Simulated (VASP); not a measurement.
# CdTeSe4 (F-43m) in VASP: a series of runs

The runs below take CdTeSe4 through single point, relaxation of cell and atoms, with PBE.

All numbers are computed with VASP 6.6.1; they aren't measurements. Logs are shortened: lines on timing, memory, paths and dates and some standing lists are left out, and cuts for length are marked.

### Step 1. The cell of the first run

It takes space group F-43m (No. 216, cubic). Conventional cell: a = 8.310 Å, b = 8.310 Å, c = 8.310 Å, α = 90.00°, β = 90.00°, γ = 90.00°. Within 4.5 Å of Cd (site symmetry -43m) lie 12 Se at 3.45 Å and 4 Te at 3.60 Å. Within 4.5 Å of Te (site symmetry -43m) lie 12 Se at 3.44 Å and 4 Cd at 3.60 Å. Se (site symmetry 3m) has 6 Se at 2.93 to 2.95 Å and 3 Te at 3.44 Å and 3 Cd at 3.45 Å within 3.9 Å.

### Step 2. Single point, PBE

INCAR

```
ALGO = Normal
EDIFF = 1E-6
ENCUT = 520
GGA = PE
ISIF = 2
ISMEAR = 0
LASPH = T
LCHARG = T
LELF = T
LREAL = F
LVHAR = T
LWAVE = F
NBANDS = 30
NELM = 100
PREC = Accurate
SIGMA = 0.1
```

KPOINTS

```
k-points
0
Gamma
  4 4 4
```

POSCAR

```
CdTeSe4
1.0
    0.0000000000      4.1551552090      4.1551552090
    4.1551552090      0.0000000000      4.1551552090
    4.1551552090      4.1551552090      0.0000000000
Cd Te Se
1 1 4
Direct
    0.0000000000      0.0000000000      0.0000000000
    0.7500000000      0.7500000000      0.7500000000
    0.8741057284      0.3752980905      0.3752980905
    0.3752980905      0.3752980905      0.3752980905
    0.3752980905      0.8741057284      0.3752980905
    0.3752980905      0.3752980905      0.8741057284
```

Potentials or basis: VASP PAW PBE potentials, release 64 (Cd, Te, Se).

On the command line:

```
> cat potpaw_PBE.64/Cd/POTCAR potpaw_PBE.64/Te/POTCAR potpaw_PBE.64/Se/POTCAR > POTCAR
> mpirun -np 1 vasp_std > vasp.out
```

OUTCAR:

```text
EDIFF = 1E-6
   ENCUT = 520
   GGA = PE
   ISIF = 2
   ISMEAR = 0
   LASPH = T
   LREAL = F
   NELM = 100
   PREC = Accurate

 ion  position               nearest neighbor table
   1  0.000  0.000  0.000-   2 3.60   2 3.60   2 3.60   2 3.60
   2  0.750  0.750  0.750-   1 3.60   1 3.60   1 3.60   1 3.60
   3  0.874  0.375  0.375-
   4  0.375  0.375  0.375-
   5  0.375  0.874  0.375-
   6  0.375  0.375  0.874-

  LATTYP: Found a face centered cubic cell.
 ALAT       =     8.3103104180

  Lattice vectors:

 A1 = (   0.0000000000,   4.1551552090,   4.1551552090)
 A2 = (   4.1551552090,   0.0000000000,   4.1551552090)
 A3 = (   4.1551552090,   4.1551552090,   0.0000000000)

Analysis of symmetry for initial positions (statically):
=====================================================================
 Subroutine PRICEL returns:
 Original cell was already a primitive cell.

 Routine SETGRP: Setting up the symmetry group for a
 face centered cubic supercell.

 Subroutine GETGRP returns: Found 24 space group operations
 (whereof 24 operations were pure point group operations)
 out of a pool of 48 trial point group operations.

The static configuration has the point symmetry T_d .

Analysis of symmetry for dynamics (positions and initial velocities):
=====================================================================
 Subroutine PRICEL returns:
 Original cell was already a primitive cell.

 Routine SETGRP: Setting up the symmetry group for a
 face centered cubic supercell.

 Subroutine GETGRP returns: Found 24 space group operations
 (whereof 24 operations were pure point group operations)
 out of a pool of 48 trial point group operations.

The dynamic configuration has the point symmetry T_d .

 Subroutine INISYM returns: Found 24 space group operations
 (whereof 24 operations are pure point group operations),
 and found     1 'primitive' translations

----------------------------------------------------------------------------------------

                                     Primitive cell

  volume of cell :     143.4801

  direct lattice vectors                    reciprocal lattice vectors
     0.000000000  4.155155209  4.155155209    -0.120332448  0.120332448  0.120332448
     4.155155209  0.000000000  4.155155209     0.120332448 -0.120332448  0.120332448
     4.155155209  4.155155209  0.000000000     0.120332448  0.120332448 -0.120332448

  length of vectors
     5.876276850  5.876276850  5.876276850     0.208421915  0.208421915  0.208421915

  position of ions in fractional coordinates (direct lattice)
     0.000000000  0.000000000  0.000000000
     0.750000000  0.750000000  0.750000000
     0.874105728  0.375298091  0.375298091
     0.375298091  0.375298091  0.375298091
     0.375298091  0.874105728  0.375298091
     0.375298091  0.375298091  0.874105728

  ion indices of the primitive-cell ions
   primitive index   ion index
                 1           1
                 2           2
                 3           3
                 4           4
                 5           5
                 6           6

----------------------------------------------------------------------------------------

 KPOINTS: k-points

Automatic generation of k-mesh.
 Grid dimensions read from file:
 generate k-points for:    4    4    4

 Generating k-lattice:

  Cartesian coordinates                     Fractional coordinates (reciprocal lattice)
    -0.030083112  0.030083112  0.030083112     0.250000000  0.000000000  0.000000000
     0.030083112 -0.030083112  0.030083112     0.000000000  0.250000000  0.000000000
     0.030083112  0.030083112 -0.030083112     0.000000000  0.000000000  0.250000000

  Length of vectors
     0.052105479  0.052105479  0.052105479

  Shift w.r.t. Gamma in fractional coordinates (k-lattice)
     0.000000000  0.000000000  0.000000000

 Subroutine IBZKPT returns following result:
 ===========================================

 Found      8 irreducible k-points:

 Following reciprocal coordinates:
            Coordinates               Weight
  0.000000  0.000000  0.000000      1.000000
  0.250000  0.000000  0.000000      8.000000
  0.500000  0.000000  0.000000      4.000000
  0.250000  0.250000  0.000000      6.000000
  0.500000  0.250000  0.000000     24.000000
 -0.250000  0.250000  0.000000     12.000000
  0.500000  0.500000  0.000000      3.000000
 -0.250000  0.500000  0.250000      6.000000
   k-points           NKPTS =      8   k-points in BZ     NKDIM =      8   number of bands    NBANDS=     30
   number of dos      NEDOS =    301   number of ions     NIONS =      6
   total plane-waves  NPLWV = 110592
   dimension x,y,z NGX =    48 NGY =   48 NGZ =   48
   dimension x,y,z NGXF=    96 NGYF=   96 NGZF=   96
   ions per type =               1   1   4
   NGX,Y,Z   is equivalent  to a cutoff of  13.58, 13.58, 13.58 a.u.
   NGXF,Y,Z  is equivalent  to a cutoff of  27.16, 27.16, 27.16 a.u.
 SYSTEM =  unknown system
   PREC   = accura    normal or accurate (medium, high low for compatibility)
   ISTART =      0    job   : 0-new  1-cont  2-samecut
   ICHARG =      2    charge: 1-file 2-atom 10-const
   ISPIN  =      1    spin polarized calculation?
   LNONCOLLINEAR =      F non collinear calculations
   LSORBIT =      F    spin-orbit coupling
   LASPH  =      T    aspherical Exc in radial PAW
   ENCUT  =  520.0 eV  38.22 Ry    6.18 a.u.  10.93 10.93 10.93*2*pi/ulx,y,z
   NELM   =    100;   NELMIN=  2; NELMDL= -5     # of ELM steps
   EDIFF  = 0.1E-05   stopping-criterion for ELM
   LREAL  =      F    real-space projection
   EDIFFG = 0.1E-04   stopping-criterion for IOM
   NSW    =      0    number of steps for IOM
   IBRION =     -1    ionic relax: 0-MD 1-quasi-New 2-CG
   NFREE  =      0    steps in history (QN), initial steepest desc. (CG)
   ISIF   =      2    stress and relaxation
   ISYM   =      2    0-nonsym 1-usesym 2-fastsym
   POTIM  = 0.5000    time-step for ionic-motion
   TEBEG  =    0.0;   TEEND  =   0.0 temperature during run
   PSTRESS=    0.0 pullay stress
   NELECT =      42.0000    total number of electrons
   NUPDOWN=      -1.0000    fix difference up-down
   EMIN   =  10.00;   EMAX   =-10.00  energy-range for DOS
   EFERMI =   0.00;   METHOD = LEGACY
   ISMEAR =     0;   SIGMA  =   0.10  broadening in eV -4-tet -1-fermi 0-gaus
   EFERMI_NEDOS =   21; number of points for ismear=-14 and -15
   IALGO  =     38    algorithm
   IMIX   =      4    mixing-type and parameters
     AMIX     =   0.40;   BMIX     =  1.00
     AMIX_MAG =   1.60;   BMIX_MAG =  1.00
  volume/ion in A,a.u.               =      23.91       161.38
  Fermi-wavevector in a.u.,A,eV,Ry     =   1.086994  2.054122 16.076059  1.181557
  Thomas-Fermi vector in A             =   2.223144
   LORBIT       =      0    0 simple, 1 ext, 2 COOP (PROOUT), +10 PAW based schemes
   GGA     = PE    functional components
   LHFCALC =     F    Hartree Fock is set to
   AEXX    =    0.0000 exact exchange contribution
   IVDW    =     0    specifies the selected vdW correction
   LEPSILON=     F    determine dielectric tensor
   LRPA    =     F    only Hartree local field effects (RPA)
 non-spin polarized calculation
 Gauss-broadening in eV      SIGMA  =   0.10
  energy-cutoff  :      520.00
  volume of cell :      143.48
 maximum number of plane-waves:      3895
 NGX is ok and might be reduce to    48
   NGX = 21   NGY = 21   NGZ = 21

 number of electron      42.0000003 magnetization

 Free energy of the ion-electron system (eV)
  ---------------------------------------------------
  ext. energy  EPLUGINS =         0.00000000
  ---------------------------------------------------
  free energy    TOTEN  =       -14.22745870 eV

  energy without entropy =      -14.16529964  energy(sigma->0) =      -14.19637917

 E-fermi :   4.7419     XC(G=0): -10.1050

 val. band max:        4.7363473355   @ k =   0.2500   0.0000   0.0000
 cond. band min:       4.7819826010   @ k =  -0.2500   0.2500   0.0000
 fundamental gap:      0.0456352654
 Fermi energy:         4.7419027576

 k-point     1 :       0.0000    0.0000    0.0000
  band No.  band energies     occupation
      1     -10.6547      2.00000
      2      -7.3756      2.00000
      3      -7.3756      2.00000
      4      -7.3756      2.00000
      5      -5.6924      2.00000
      6      -3.7744      2.00000
[... 22 lines left out ...]
     29      10.1818      0.00000
     30      11.8668      0.00000

 k-point     2 :       0.2500    0.0000    0.0000
  band No.  band energies     occupation
      1     -10.4013      2.00000
      2      -8.0125      2.00000
      3      -7.4119      2.00000
      4      -7.4119      2.00000
      5      -5.8102      2.00000
      6      -3.7807      2.00000
[... 22 lines left out ...]
     29       9.8457      0.00000
     30      12.2711      0.00000

 k-point     3 :       0.5000    0.0000    0.0000
  band No.  band energies     occupation
      1      -9.9881      2.00000
      2      -8.7415      2.00000
      3      -7.4471      2.00000
      4      -7.4471      2.00000
      5      -5.8901      2.00000
      6      -3.7555      2.00000
[... 22 lines left out ...]
     29       9.5866      0.00000
     30      11.7441      0.00000

 k-point     4 :       0.2500    0.2500    0.0000
  band No.  band energies     occupation
      1     -10.3066      2.00000
      2      -8.1275      2.00000
      3      -7.4560      2.00000
      4      -7.4560      2.00000
      5      -5.9232      2.00000
      6      -3.7642      2.00000
[... 22 lines left out ...]
     29       9.4614      0.00000
     30      12.2923      0.00000

 k-point     5 :       0.5000    0.2500    0.0000
  band No.  band energies     occupation
      1      -9.8289      2.00000
      2      -8.8401      2.00000
      3      -7.6071      2.00000
      4      -7.4900      2.00000
      5      -5.9552      2.00000
      6      -3.7527      2.00000
[... 22 lines left out ...]
     29       9.5790      0.00000
     30      12.0152      0.00000

 k-point     6 :      -0.2500    0.2500    0.0000
  band No.  band energies     occupation
      1     -10.0256      2.00000
      2      -8.5802      2.00000
      3      -7.6159      2.00000
      4      -7.4472      2.00000
      5      -5.8698      2.00000
      6      -3.7761      2.00000
[... 22 lines left out ...]
     29       9.8594      0.00000
     30      12.2206      0.00000

 k-point     7 :       0.5000    0.5000    0.0000
  band No.  band energies     occupation
      1      -9.3822      2.00000
      2      -9.3405      2.00000
      3      -7.5315      2.00000
      4      -7.5315      2.00000
      5      -6.1551      2.00000
      6      -3.7542      2.00000
[... 22 lines left out ...]
     29       8.8030      0.00000
     30      12.8961      0.00000

 k-point     8 :      -0.2500    0.5000    0.2500
  band No.  band energies     occupation
      1      -9.3748      2.00000
      2      -9.3144      2.00000
      3      -7.6749      2.00000
      4      -7.5537      2.00000
      5      -5.9575      2.00000
      6      -3.7484      2.00000
[... 22 lines left out ...]
     29      10.1447      0.00000
     30      12.1849      0.00000

------------------------ aborting loop because EDIFF is reached ----------------------------------------

  FORCE on cell =-STRESS in cart. coord.  units (eV):
  Direction    XX          YY          ZZ          XY          YZ          ZX
  --------------------------------------------------------------------------------------
  -------------------------------------------------------------------------------------
  Total       -0.0136141     -0.0136141     -0.0136141      0.0000000      0.0000000     -0.0000000
  in kB       -0.1520221     -0.1520221     -0.1520221      0.0000000      0.0000000     -0.0000000
  external PRESSURE =      -0.1520221 kB  Pullay stress =       0.0000000 kB

 VOLUME and BASIS-vectors are now :
 -----------------------------------------------------------------------------
  energy-cutoff  :      520.00
  volume of cell :      143.48
      direct lattice vectors                 reciprocal lattice vectors
     0.000000000  4.155155209  4.155155209    -0.120332448  0.120332448  0.120332448
     4.155155209  0.000000000  4.155155209     0.120332448 -0.120332448  0.120332448
     4.155155209  4.155155209  0.000000000     0.120332448  0.120332448 -0.120332448

 POSITION                                       TOTAL-FORCE (eV/Angst)
 -----------------------------------------------------------------------------------
      0.00000      0.00000      0.00000         0.000000      0.000000      0.000000
      6.23273      6.23273      6.23273         0.000000      0.000000      0.000000
      3.11884      5.19147      5.19147        -0.025916      0.025916      0.025916
      3.11884      3.11884      3.11884        -0.025916     -0.025916     -0.025916
      5.19147      3.11884      5.19147         0.025916     -0.025916      0.025916
      5.19147      5.19147      3.11884         0.025916      0.025916     -0.025916
 -----------------------------------------------------------------------------------
    total drift:                                0.000000      0.000000      0.000000

  FREE ENERGIE OF THE ION-ELECTRON SYSTEM (eV)
  ---------------------------------------------------
  free  energy   TOTEN  =       -14.2274587029 eV

  energy  without entropy=      -14.1652996390  energy(sigma->0) =      -14.19637917
```

Wall time 97 s (1 thread of Intel Xeon 8259CL, shared host); peak memory 0.33 GiB.

Results:

| Quantity | Value |
| --- | --- |
| Free energy | -14.2275 eV |
| Pressure | 0.0 GPa |
| Largest force | 0.045 eV/Å |
| Band gap on the k mesh | zero (band 21 reaches 5.80 eV, above the bottom of band 22 at 4.74 eV) |

Forces in eV/Å, atoms in the order of the input:
```
Cd   0.000  0.000  0.000
Te   0.000  0.000  0.000
Se  -0.026  0.026  0.026
Se  -0.026 -0.026 -0.026
Se   0.026 -0.026  0.026
Se   0.026  0.026 -0.026
```

Levels at points of the mesh, in eV from the Fermi level:
| k point | band 19 | band 20 | band 21 | band 22 | band 23 | band 24 |
| --- | --- | --- | --- | --- | --- | --- |
| (0.00, 0.00, 0.00) | -1.58 | -1.56 | 1.06 | 1.06 | 1.06 | 1.98 |
| (0.50, 0.00, 0.00) | -2.08 | -1.21 | 0.21 | 0.32 | 0.32 | 1.11 |
| (0.50, 0.50, 0.00) | -1.87 | -1.71 | -0.42 | 0.24 | 0.24 | 0.53 |

Caveat: spin-orbit coupling is left out, which moves the levels of the heavy elements.

[end of part 1 of 2]
